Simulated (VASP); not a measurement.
# In (I4/mmm) in VASP: a series of runs, part 2 of 2

VASP 6.6.1. The steps go on from the part before.

### Step 3. Single point, PBE (strain +0.080 along x and y, -0.080 along z)

The input, INCAR:

```
SYSTEM = In
  ALGO = Fast
  EDIFF = 1E-6
  ENCUT = 520
  GGA = PE
  ISIF = 2
  ISMEAR = 0
  LASPH = .True.
  LCHARG = .False.
  LREAL = .False.
  LWAVE = .False.
  NBANDS = 12
  NELM = 60
  PREC = Accurate
  SIGMA = 0.15
```

The input, KPOINTS:

```
k-points
0
Gamma
  20 20 20
  0 0 0
```

The input, POSCAR:

```
In
1.0
   -1.7562420000      1.7562420000      2.2760340000
    1.7562420000     -1.7562420000      2.2760340000
    1.7562420000      1.7562420000     -2.2760340000
In
1
Direct
    0.0000000000      0.0000000000      0.0000000000
```

Potentials or basis: VASP PAW PBE potentials, release 64 (In_d).

On the command line:

```bash
$ cat potpaw_PBE.64/In_d/POTCAR > POTCAR
$ mpirun -np 1 vasp_std > vasp.out
```

OUTCAR:

```text
SYSTEM = In
   EDIFF = 1E-6
   ENCUT = 520
   GGA = PE
   ISIF = 2
   ISMEAR = 0
   LASPH = .True.
   LREAL = .False.
   NELM = 60
   PREC = Accurate

 ion  position               nearest neighbor table
   1  0.000  0.000  0.000-

  LATTYP: Found a body centered tetragonal cell.
 ALAT       =     3.5124840000
 C/A-ratio  =     1.2959683233

  Lattice vectors:

 A1 = (  -1.7562420000,   1.7562420000,   2.2760340000)
 A2 = (   1.7562420000,  -1.7562420000,   2.2760340000)
 A3 = (   1.7562420000,   1.7562420000,  -2.2760340000)

Analysis of symmetry for initial positions (statically):
=====================================================================
 Subroutine PRICEL returns:
 Original cell was already a primitive cell.

 Routine SETGRP: Setting up the symmetry group for a
 body centered tetragonal supercell.

 Subroutine GETGRP returns: Found 16 space group operations
 (whereof 16 operations were pure point group operations)
 out of a pool of 16 trial point group operations.

The static configuration has the point symmetry D_4h.

Analysis of symmetry for dynamics (positions and initial velocities):
=====================================================================
 Subroutine PRICEL returns:
 Original cell was already a primitive cell.

 Routine SETGRP: Setting up the symmetry group for a
 body centered tetragonal supercell.

 Subroutine GETGRP returns: Found 16 space group operations
 (whereof 16 operations were pure point group operations)
 out of a pool of 16 trial point group operations.

The dynamic configuration has the point symmetry D_4h.

 Subroutine INISYM returns: Found 16 space group operations
 (whereof 16 operations are pure point group operations),
 and found     1 'primitive' translations

----------------------------------------------------------------------------------------

                                     Primitive cell

  volume of cell :      28.0807

  direct lattice vectors                    reciprocal lattice vectors
    -1.756242000  1.756242000  2.276034000     0.000000000  0.284698806  0.219680374
     1.756242000 -1.756242000  2.276034000     0.284698806  0.000000000  0.219680374
     1.756242000  1.756242000 -2.276034000     0.284698806  0.284698806  0.000000000

  length of vectors
     3.368842931  3.368842931  3.368842931     0.359600996  0.359600996  0.402624912

  position of ions in fractional coordinates (direct lattice)
     0.000000000  0.000000000  0.000000000

  ion indices of the primitive-cell ions
   primitive index   ion index
                 1           1

----------------------------------------------------------------------------------------

 KPOINTS: k-points

Automatic generation of k-mesh.
 Grid dimensions read from file:
 generate k-points for:   20   20   20

 Generating k-lattice:

  Cartesian coordinates                     Fractional coordinates (reciprocal lattice)
     0.000000000  0.014234940  0.010984019     0.050000000  0.000000000  0.000000000
     0.014234940  0.000000000  0.010984019     0.000000000  0.050000000  0.000000000
     0.014234940  0.014234940  0.000000000     0.000000000  0.000000000  0.050000000

  Length of vectors
     0.017980050  0.017980050  0.020131246

  Shift w.r.t. Gamma in fractional coordinates (k-lattice)
     0.000000000  0.000000000  0.000000000

 Subroutine IBZKPT returns following result:
 ===========================================

 Found    641 irreducible k-points:

 Following reciprocal coordinates:
            Coordinates               Weight
  0.000000  0.000000  0.000000      1.000000
  0.050000  0.000000  0.000000      8.000000
  0.100000 -0.000000  0.000000      8.000000
  0.150000  0.000000  0.000000      8.000000
  0.200000 -0.000000  0.000000      8.000000
  0.250000 -0.000000  0.000000      8.000000
[... 16 lines left out ...]
 -0.400000  0.050000  0.000000     16.000000
 -0.350000  0.050000  0.000000     16.000000
 [... further k-points ...]
   k-points           NKPTS =    641   k-points in BZ     NKDIM =    641   number of bands    NBANDS=     12
   number of dos      NEDOS =    301   number of ions     NIONS =      1
   total plane-waves  NPLWV =  21952
   dimension x,y,z NGX =    28 NGY =   28 NGZ =   28
   dimension x,y,z NGXF=    56 NGYF=   56 NGZF=   56
   ions per type =               1
   NGX,Y,Z   is equivalent  to a cutoff of  13.82, 13.82, 13.82 a.u.
   NGXF,Y,Z  is equivalent  to a cutoff of  27.63, 27.63, 27.63 a.u.
 SYSTEM =  In
   PREC   = accura    normal or accurate (medium, high low for compatibility)
   ISTART =      0    job   : 0-new  1-cont  2-samecut
   ICHARG =      2    charge: 1-file 2-atom 10-const
   ISPIN  =      1    spin polarized calculation?
   LNONCOLLINEAR =      F non collinear calculations
   LSORBIT =      F    spin-orbit coupling
   LASPH  =      T    aspherical Exc in radial PAW
   ENCUT  =  520.0 eV  38.22 Ry    6.18 a.u.   6.26  6.26  6.26*2*pi/ulx,y,z
   NELM   =     60;   NELMIN=  2; NELMDL= -5     # of ELM steps
   EDIFF  = 0.1E-05   stopping-criterion for ELM
   LREAL  =      F    real-space projection
   EDIFFG = 0.1E-04   stopping-criterion for IOM
   NSW    =      0    number of steps for IOM
   IBRION =     -1    ionic relax: 0-MD 1-quasi-New 2-CG
   NFREE  =      0    steps in history (QN), initial steepest desc. (CG)
   ISIF   =      2    stress and relaxation
   ISYM   =      2    0-nonsym 1-usesym 2-fastsym
   POTIM  = 0.5000    time-step for ionic-motion
   TEBEG  =    0.0;   TEEND  =   0.0 temperature during run
   PSTRESS=    0.0 pullay stress
   NELECT =      13.0000    total number of electrons
   NUPDOWN=      -1.0000    fix difference up-down
   EMIN   =  10.00;   EMAX   =-10.00  energy-range for DOS
   EFERMI =   0.00;   METHOD = LEGACY
   ISMEAR =     0;   SIGMA  =   0.15  broadening in eV -4-tet -1-fermi 0-gaus
   EFERMI_NEDOS =   21; number of points for ismear=-14 and -15
   IALGO  =     68    algorithm
   IMIX   =      4    mixing-type and parameters
     AMIX     =   0.40;   BMIX     =  1.00
     AMIX_MAG =   1.60;   BMIX_MAG =  1.00
  volume/ion in A,a.u.               =      28.08       189.50
  Fermi-wavevector in a.u.,A,eV,Ry     =   1.266446  2.393237 21.822199  1.603886
  Thomas-Fermi vector in A             =   2.399647
   LORBIT       =      0    0 simple, 1 ext, 2 COOP (PROOUT), +10 PAW based schemes
   GGA     = PE    functional components
   LHFCALC =     F    Hartree Fock is set to
   AEXX    =    0.0000 exact exchange contribution
   IVDW    =     0    specifies the selected vdW correction
   LEPSILON=     F    determine dielectric tensor
   LRPA    =     F    only Hartree local field effects (RPA)
 non-spin polarized calculation
 RMM-DIIS sequential band-by-band and
 Gauss-broadening in eV      SIGMA  =   0.15
  energy-cutoff  :      520.00
  volume of cell :       28.08
 maximum number of plane-waves:       789
 NGX is ok and might be reduce to    28
   NGX = 13   NGY = 13   NGZ = 13

 number of electron      12.9999998 magnetization

 Free energy of the ion-electron system (eV)
  ---------------------------------------------------
  ext. energy  EPLUGINS =         0.00000000
  ---------------------------------------------------
  free energy    TOTEN  =        -2.56003813 eV

  energy without entropy =       -2.55460394  energy(sigma->0) =       -2.55732103

 E-fermi :   6.7342     XC(G=0):  -9.9219

 val. band max:        6.7312626611   @ k =  -0.3500  -0.3500   0.1000
 cond. band min:       6.7382246041   @ k =  -0.3500   0.4500   0.1500
 fundamental gap:      0.0069619430
 Fermi energy:         6.7341833925

 k-point     1 :       0.0000    0.0000    0.0000
  band No.  band energies     occupation
      1      -7.8549      2.00000
      2      -7.8549      2.00000
      3      -7.7646      2.00000
      4      -7.7340      2.00000
      5      -7.6445      2.00000
      6      -2.3247      2.00000
      7      16.5823      0.00000
      8      16.7946      0.00000
      9      16.7946      0.00000
     10      18.1959      0.00000
     11      20.1728      0.00000
     12      20.1825      0.00000
[... 331 lines left out ...]
 k-point    24 :      -0.3500    0.0500    0.0000
  band No.  band energies     occupation
      1      -7.8588      2.00000
      2      -7.8375      2.00000
      3      -7.7566      2.00000
      4      -7.6241      2.00000
      5      -7.5986      2.00000
      6       0.0387      2.00000
      7       7.3788      0.00000
      8      14.2209      0.00000
      9      15.0219      0.00000
     10      17.3367      0.00000
     11      18.6871      0.00000
     12      19.2788      0.00000

 [... further k-points ...]
[... 5 lines left out ...]
  --------------------------------------------------------------------------------------
  -------------------------------------------------------------------------------------
  Total       -0.1387309     -0.1387309     -0.0994161      0.0000000      0.0000000      0.0000000
  in kB       -7.9154651     -7.9154651     -5.6723066      0.0000000      0.0000000      0.0000000
  external PRESSURE =      -7.1677456 kB  Pullay stress =       0.0000000 kB

 VOLUME and BASIS-vectors are now :
 -----------------------------------------------------------------------------
  energy-cutoff  :      520.00
  volume of cell :       28.08
      direct lattice vectors                 reciprocal lattice vectors
    -1.756242000  1.756242000  2.276034000     0.000000000  0.284698806  0.219680374
     1.756242000 -1.756242000  2.276034000     0.284698806  0.000000000  0.219680374
     1.756242000  1.756242000 -2.276034000     0.284698806  0.284698806  0.000000000

 POSITION                                       TOTAL-FORCE (eV/Angst)
 -----------------------------------------------------------------------------------
      0.00000      0.00000      0.00000         0.000000      0.000000      0.000000
 -----------------------------------------------------------------------------------
    total drift:                               -0.000000     -0.000000     -0.000000

  FREE ENERGIE OF THE ION-ELECTRON SYSTEM (eV)
  ---------------------------------------------------
  free  energy   TOTEN  =        -2.5600381253 eV

  energy  without entropy=       -2.5546039371  energy(sigma->0) =       -2.55732103
```

Wall time 1.7 min (1 thread of Intel Xeon 6975P-C (Granite Rapids), shared host); peak memory 0.32 GiB.

What came out:

| Item | Value |
| --- | --- |
| Free energy | -2.5600 eV |
| Pressure | -0.7 GPa |
| Band gap on the k mesh | zero (an odd number of electrons rules out a gap without spin polarisation) |

Caveat: the cell differs from its parent crystal (strain +0.080 along x and y, -0.080 along z); spin-orbit coupling is left out, which moves the levels of the heavy elements.

### Step 4. Single point, PBE (strain +0.000 along x and y, +0.080 along z)

The input, INCAR:

```
SYSTEM = In
  PREC = Accurate
  ENCUT = 520
  EDIFF = 1E-6
  ISMEAR = 0
  SIGMA = 0.15
  LREAL = .FALSE.
  LASPH = .TRUE.
  NELM = 80
  ALGO = Fast
  ISIF = 2
  LWAVE = .FALSE.
  LCHARG = .FALSE.
  GGA = PE
  NBANDS = 12
```

The input, KPOINTS:

```
Automatic mesh
0
G
  20 20 20
  0 0 0
```

The input, POSCAR:

```
In
1.0
   -1.6261500000      1.6261500000      2.6718660000
    1.6261500000     -1.6261500000      2.6718660000
    1.6261500000      1.6261500000     -2.6718660000
In
1
Direct
    0.0000000000      0.0000000000      0.0000000000
```

On the command line:

```bash
$ cat potpaw_PBE.64/In_d/POTCAR > POTCAR
$ mpirun -np 1 vasp_std > vasp.out
```

Wall time 1.7 min (1 thread of Intel Xeon 6975P-C (Granite Rapids), shared host); peak memory 0.32 GiB.

It converged, with:

```yaml
Free_energy: -2.5574 eV
Pressure: -0.9 GPa
Band_gap_on_the_k_mesh: zero (an odd number of electrons rules out a gap without spin polarisation)
```

Stress tensor (GPa, compression positive):
```
-0.68  0.00  0.00
 0.00 -0.68  0.00
 0.00  0.00 -1.35
```

Levels at points of the mesh, in eV from the Fermi level:
| k point | band 3 | band 4 | band 5 | band 6 | band 7 | band 8 | band 9 | band 10 |
| --- | --- | --- | --- | --- | --- | --- | --- | --- |
| (0.00, 0.00, 0.00) | -14.49 | -14.49 | -14.33 | -9.01 | 9.91 | 9.91 | 9.92 | 11.61 |
| (0.50, 0.00, 0.00) | -14.48 | -14.32 | -14.26 | -4.21 | -3.01 | 6.17 | 9.38 | 9.77 |
| (0.50, 0.50, 0.00) | -14.33 | -14.31 | -14.17 | -1.45 | -1.37 | 2.93 | 3.85 | 6.38 |
| (0.50, 0.50, 0.50) | -14.28 | -14.28 | -14.28 | -3.77 | -2.74 | 5.26 | 5.26 | 8.52 |

Caveat: the cell differs from its parent crystal (strain +0.000 along x and y, +0.080 along z); spin-orbit coupling is left out, which moves the levels of the heavy elements.

### Step 5. Summary

```tsv
cell	further INCAR settings	gap on the mesh (eV)	pressure (GPa)
a = 3.451 Å, angles 123.8, 123.8, 83.6°, 1 atom	ALGO = Fast; EDIFF = 1e-07; NBANDS = 12	none	0.4
a = 3.369 Å, angles 117.2, 117.2, 95.0°, 1 atom	ALGO = Fast; EDIFF = 1e-06; NBANDS = 12	none	-0.7
a = 3.525 Å, angles 125.1, 125.1, 81.4°, 1 atom	ALGO = Fast; EDIFF = 1e-06; NBANDS = 12	none	-0.9
```

Alike in all rows: task single point; level PBE; potentials or basis VASP PAW PBE potentials, release 64 (In_d); no spin polarisation; k mesh 20 × 20 × 20; cutoff (eV) 520; smearing gaussian 0.15 eV.

Caveats: spin-orbit coupling is left out, which moves the levels of the heavy elements.

Absolute energies hang on the potentials; compare differences alone.
